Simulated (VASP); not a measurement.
# Cu in VASP: single point with PBE

Aim: the single point of Cu with PBE.

Program: VASP 6.6.1. These are calculated values, not measurements. Logs are shortened: lines on timing, memory, paths and dates and some standing lists are left out, and cuts for length are marked.

**1. The cell of the first run**

The typed cell holds 5 atoms: a = 4.417 Å, b = 6.984 Å, c = 2.563 Å, α = 79.30°, β = 126.00°, γ = 108.43°.

**2. Single point, PBE**

The input, INCAR:

```
PREC = Accurate
ENCUT = 520
EDIFF = 1E-6
ISMEAR = 0
SIGMA = 0.1
LREAL = False
LASPH = True
NELM = 60
ALGO = Fast
ISIF = 2
LWAVE = False
LCHARG = False
GGA = PE
NBANDS = 36
```

The input, KPOINTS:

```
Automatic mesh
0
Gamma
  8 5 17
```

The input, POSCAR:

```
Cu
1.0
    4.4171210216     -0.0000024325     -0.0362235855
   -2.2085641597      6.6259054799      0.0172218975
   -1.4892955365     -0.0002763324      2.0855679609
Cu
5
Direct
    0.4000000000      0.8000000000      0.0000000000
    0.2000000000      0.4000000000      0.0000000000
    0.8000000000      0.6000000000      0.0000000000
    0.0000000000      0.0000000000      0.0000000000
    0.6000000000      0.2000000000      0.0000000000
```

Potentials or basis: VASP PAW PBE potentials, release 64 (Cu).

Launch:

```sh
$ cat potpaw_PBE.64/Cu/POTCAR > POTCAR
$ mpirun -np 1 vasp_std > vasp.out
```

OUTCAR:

```text
PREC = Accurate
   ENCUT = 520
   EDIFF = 1E-6
   ISMEAR = 0
   LREAL = False
   LASPH = True
   NELM = 60
   ISIF = 2
   GGA = PE

 ion  position               nearest neighbor table
   1  0.400  0.800  0.000-   3 2.56   4 2.56   3 2.56   4 2.56   3 2.58   4 2.58   3 2.58   4 2.58
                             2 2.65   5 2.65
   2  0.200  0.400  0.000-   5 2.56   3 2.56   5 2.56   3 2.56   5 2.58   3 2.58   3 2.58   5 2.58
                             1 2.65   4 2.65
   3  0.800  0.600  0.000-   1 2.56   2 2.56   1 2.56   2 2.56   1 2.58   2 2.58   2 2.58   1 2.58
                             5 2.65   4 2.65
   4  0.000  0.000  0.000-   5 2.56   1 2.56   5 2.56   1 2.56   1 2.58   5 2.58   1 2.58   5 2.58
                             2 2.65   3 2.65
   5  0.600  0.200  0.000-   2 2.56   4 2.56   2 2.56   4 2.56   2 2.58   4 2.58   2 2.58   4 2.58
                             3 2.65   1 2.65

  LATTYP: Found a triclinic cell.
 ALAT       =     2.5627319390
 B/A-ratio  =     2.4273656580
 C/A-ratio  =     2.7253402124
 COS(alpha) =     0.0049194957
 COS(beta)  =     0.1856698191
 COS(gamma) =     0.8185219430

  Lattice vectors:

 A1 = (  -1.4892955365,  -0.0002763324,   2.0855679609)
 A2 = (  -0.0507655879,  -0.0008314297,   6.2204802972)
 A3 = (  -2.2085641597,   6.6259054799,   0.0172218975)

Analysis of symmetry for initial positions (statically):
=====================================================================
 Subroutine PRICEL returns following result:

  LATTYP: Found a triclinic cell.
 ALAT       =     2.5591588645
 B/A-ratio  =     1.0356378286
 C/A-ratio  =     1.0013961910
 COS(alpha) =     0.0002168059
 COS(beta)  =     0.4942272105
 COS(gamma) =     0.5180360229

  Lattice vectors:

 A1 = (  -0.7192657041,   1.3254584014,  -2.0676341472)
 A2 = (  -0.0000014596,   2.6503617055,  -0.0003559581)
 A3 = (   1.4892955365,   0.0002763324,  -2.0855679609)

   5 primitive cells build up your supercell.

 Routine SETGRP: Setting up the symmetry group for a
 triclinic supercell.

 Subroutine GETGRP returns: Found  2 space group operations
 (whereof  2 operations were pure point group operations)
 out of a pool of  2 trial point group operations.

The static configuration has the point symmetry S_2 .

Analysis of symmetry for dynamics (positions and initial velocities):
=====================================================================
 Subroutine PRICEL returns following result:

  LATTYP: Found a triclinic cell.
 ALAT       =     2.5591588645
 B/A-ratio  =     1.0356378286
 C/A-ratio  =     1.0013961910
 COS(alpha) =     0.0002168059
 COS(beta)  =     0.4942272105
 COS(gamma) =     0.5180360229

  Lattice vectors:

 A1 = (  -0.7192657041,   1.3254584014,  -2.0676341472)
 A2 = (  -0.0000014596,   2.6503617055,  -0.0003559581)
 A3 = (   1.4892955365,   0.0002763324,  -2.0855679609)

   5 primitive cells build up your supercell.

 Routine SETGRP: Setting up the symmetry group for a
 triclinic supercell.

 Subroutine GETGRP returns: Found  2 space group operations
 (whereof  2 operations were pure point group operations)
 out of a pool of  2 trial point group operations.

The dynamic configuration has the point symmetry S_2 .

 Subroutine INISYM returns: Found  2 space group operations
 (whereof  2 operations are pure point group operations),
 and found     5 'primitive' translations

----------------------------------------------------------------------------------------

                                     Primitive cell

  volume of cell :      12.1363

  direct lattice vectors                    reciprocal lattice vectors
    -0.719265704  1.325458401 -2.067634147    -0.455450776 -0.000043932 -0.325235539
    -0.000001460  2.650361705 -0.000355958     0.227726009  0.377328964  0.162668205
     1.489295537  0.000276332 -2.085567961     0.451495484 -0.000020847 -0.157074621

  length of vectors
     2.559158864  2.650361729  2.562731939     0.559654864  0.469784235  0.478038292

  position of ions in fractional coordinates (direct lattice)
     0.000000000  1.000000000  0.000000000

  ion indices of the primitive-cell ions
   primitive index   ion index
                 1           1

----------------------------------------------------------------------------------------

 KPOINTS: Automatic mesh

Automatic generation of k-mesh.
 Grid dimensions read from file:
 generate k-points for:    8    5   17

 Generating k-lattice:

  Cartesian coordinates                     Fractional coordinates (reciprocal lattice)
     0.028465689  0.009435421  0.020328482     0.125000000  0.000000000  0.000000000
     0.000000050  0.030184560  0.000004035     0.000000000  0.200000000  0.000000000
     0.000232664  0.000003811  0.028371186     0.000000000  0.000000000  0.058823529

  Length of vectors
     0.036229405  0.030184560  0.028372140

  Shift w.r.t. Gamma in fractional coordinates (k-lattice)
     0.000000000  0.000000000  0.000000000

 Subroutine IBZKPT returns following result:
 ===========================================

 Found    341 irreducible k-points:

 Following reciprocal coordinates:
            Coordinates               Weight
  0.000000  0.000000  0.000000      1.000000
  0.125000 -0.000000 -0.000000      2.000000
  0.250000 -0.000000 -0.000000      2.000000
  0.375000  0.000000 -0.000000      2.000000
  0.500000 -0.000000 -0.000000      1.000000
 -0.000000  0.200000  0.000000      2.000000
[... 16 lines left out ...]
  0.125000  0.000000  0.058824      2.000000
  0.250000  0.000000  0.058824      2.000000
 [... further k-points ...]
   k-points           NKPTS =    341   k-points in BZ     NKDIM =    341   number of bands    NBANDS=     36
   number of dos      NEDOS =    301   number of ions     NIONS =      5
   total plane-waves  NPLWV =  38880
   dimension x,y,z NGX =    36 NGY =   54 NGZ =   20
   dimension x,y,z NGXF=    72 NGYF=  108 NGZF=   40
   ions per type =               5
   NGX,Y,Z   is equivalent  to a cutoff of  13.55, 12.85, 12.97 a.u.
   NGXF,Y,Z  is equivalent  to a cutoff of  27.10, 25.71, 25.95 a.u.
 SYSTEM =  unknown system
   PREC   = accura    normal or accurate (medium, high low for compatibility)
   ISTART =      0    job   : 0-new  1-cont  2-samecut
   ICHARG =      2    charge: 1-file 2-atom 10-const
   ISPIN  =      1    spin polarized calculation?
   LNONCOLLINEAR =      F non collinear calculations
   LSORBIT =      F    spin-orbit coupling
   LASPH  =      T    aspherical Exc in radial PAW
   ENCUT  =  520.0 eV  38.22 Ry    6.18 a.u.   8.21 12.99  4.76*2*pi/ulx,y,z
   NELM   =     60;   NELMIN=  2; NELMDL= -5     # of ELM steps
   EDIFF  = 0.1E-05   stopping-criterion for ELM
   LREAL  =      F    real-space projection
   EDIFFG = 0.1E-04   stopping-criterion for IOM
   NSW    =      0    number of steps for IOM
   IBRION =     -1    ionic relax: 0-MD 1-quasi-New 2-CG
   NFREE  =      0    steps in history (QN), initial steepest desc. (CG)
   ISIF   =      2    stress and relaxation
   ISYM   =      2    0-nonsym 1-usesym 2-fastsym
   POTIM  = 0.5000    time-step for ionic-motion
   TEBEG  =    0.0;   TEEND  =   0.0 temperature during run
   PSTRESS=    0.0 pullay stress
   NELECT =      55.0000    total number of electrons
   NUPDOWN=      -1.0000    fix difference up-down
   EMIN   =  10.00;   EMAX   =-10.00  energy-range for DOS
   EFERMI =   0.00;   METHOD = LEGACY
   ISMEAR =     0;   SIGMA  =   0.10  broadening in eV -4-tet -1-fermi 0-gaus
   EFERMI_NEDOS =   21; number of points for ismear=-14 and -15
   IALGO  =     68    algorithm
   IMIX   =      4    mixing-type and parameters
     AMIX     =   0.40;   BMIX     =  1.00
     AMIX_MAG =   1.60;   BMIX_MAG =  1.00
  volume/ion in A,a.u.               =      12.14        81.90
  Fermi-wavevector in a.u.,A,eV,Ry     =   1.584321  2.993932 34.151596  2.510071
  Thomas-Fermi vector in A             =   2.683956
   LORBIT       =      0    0 simple, 1 ext, 2 COOP (PROOUT), +10 PAW based schemes
   GGA     = PE    functional components
   LHFCALC =     F    Hartree Fock is set to
   AEXX    =    0.0000 exact exchange contribution
   IVDW    =     0    specifies the selected vdW correction
   LEPSILON=     F    determine dielectric tensor
   LRPA    =     F    only Hartree local field effects (RPA)
 non-spin polarized calculation
 RMM-DIIS sequential band-by-band and
 Gauss-broadening in eV      SIGMA  =   0.10
  energy-cutoff  :      520.00
  volume of cell :       60.68
 maximum number of plane-waves:      1655
 NGX is ok and might be reduce to    36
   NGX = 17   NGY = 25   NGZ =  9

 number of electron      55.0000014 magnetization

 Free energy of the ion-electron system (eV)
  ---------------------------------------------------
  ext. energy  EPLUGINS =         0.00000000
  ---------------------------------------------------
  free energy    TOTEN  =       -18.61845095 eV

  energy without entropy =      -18.61089555  energy(sigma->0) =      -18.61467325

 E-fermi :   7.2726     XC(G=0): -12.5681

 val. band max:        7.2623841930   @ k =   0.5000   0.2000   0.4118
 cond. band min:       7.2907684501   @ k =  -0.3750   0.4000   0.2941
 fundamental gap:      0.0283842570
 Fermi energy:         7.2726326460

 k-point     1 :       0.0000    0.0000    0.0000
  band No.  band energies     occupation
      1      -1.8929      2.00000
      2       1.3184      2.00000
      3       1.3184      2.00000
      4       2.9015      2.00000
      5       2.9015      2.00000
      6       3.1562      2.00000
[... 28 lines left out ...]
     35      19.3655      0.00000
     36      19.3659      0.00000

 k-point     2 :       0.1250   -0.0000   -0.0000
  band No.  band energies     occupation
      1      -1.6851      2.00000
      2       1.1056      2.00000
      3       1.7165      2.00000
      4       2.8354      2.00000
      5       2.9798      2.00000
      6       3.1627      2.00000
[... 28 lines left out ...]
     35      16.9420      0.00000
     36      17.8046      0.00000
[... 817 lines left out ...]
     35      18.0685      0.00000
     36      18.4041      0.00000

 k-point    24 :       0.2500    0.0000    0.0588
  band No.  band energies     occupation
      1      -0.6002      2.00000
      2       1.4661      2.00000
      3       2.1817      2.00000
      4       2.6145      2.00000
      5       2.8430      2.00000
      6       3.3779      2.00000
[... 28 lines left out ...]
     35      21.1761      0.00000
     36      21.6256      0.00000

 [... further k-points ...]

------------------------ aborting loop because EDIFF is reached ----------------------------------------

  FORCE on cell =-STRESS in cart. coord.  units (eV):
  Direction    XX          YY          ZZ          XY          YZ          ZX
  --------------------------------------------------------------------------------------
  -------------------------------------------------------------------------------------
  Total       -0.3854993     -1.3185996      0.2320865     -0.0190662     -0.0017617     -0.0129149
  in kB      -10.1783217    -34.8149260      6.1277689     -0.5034037     -0.0465153     -0.3409905
  external PRESSURE =     -12.9551596 kB  Pullay stress =       0.0000000 kB

 VOLUME and BASIS-vectors are now :
 -----------------------------------------------------------------------------
  energy-cutoff  :      520.00
  volume of cell :       60.68
      direct lattice vectors                 reciprocal lattice vectors
     4.417121022 -0.000002433 -0.036223586     0.227725512  0.075483365  0.162627857
    -2.208564160  6.625905480  0.017221897     0.000000249  0.150922799  0.000020174
    -1.489295537 -0.000276332  2.085567961     0.003955292  0.000064779  0.482310160

 POSITION                                       TOTAL-FORCE (eV/Angst)
 -----------------------------------------------------------------------------------
     -0.00000      5.30072     -0.00071        -0.000000     -0.000000     -0.000000
     -0.00000      2.65036     -0.00036         0.000000     -0.000000      0.000000
      2.20856      3.97554     -0.01865        -0.000000      0.000000      0.000000
      0.00000      0.00000      0.00000        -0.000000     -0.000000     -0.000000
      2.20856      1.32518     -0.01829         0.000000      0.000000     -0.000000
 -----------------------------------------------------------------------------------
    total drift:                                0.000000      0.000000      0.000000

  FREE ENERGIE OF THE ION-ELECTRON SYSTEM (eV)
  ---------------------------------------------------
  free  energy   TOTEN  =       -18.6184509489 eV

  energy  without entropy=      -18.6108955516  energy(sigma->0) =      -18.61467325
```

Wall time 10 min (1 thread of Intel Xeon Platinum 8488C (Sapphire Rapids), shared host); peak memory 0.58 GiB.

Results:

| Quantity | Value |
| --- | --- |
| Free energy | -18.6185 eV |
| Pressure | -1.3 GPa |
| Band gap on the k mesh | zero (an odd number of electrons rules out a gap without spin polarisation) |

Stress tensor (GPa, compression positive):
```
-1.02 -0.05 -0.03
-0.05 -3.48  0.00
-0.03  0.00  0.61
```
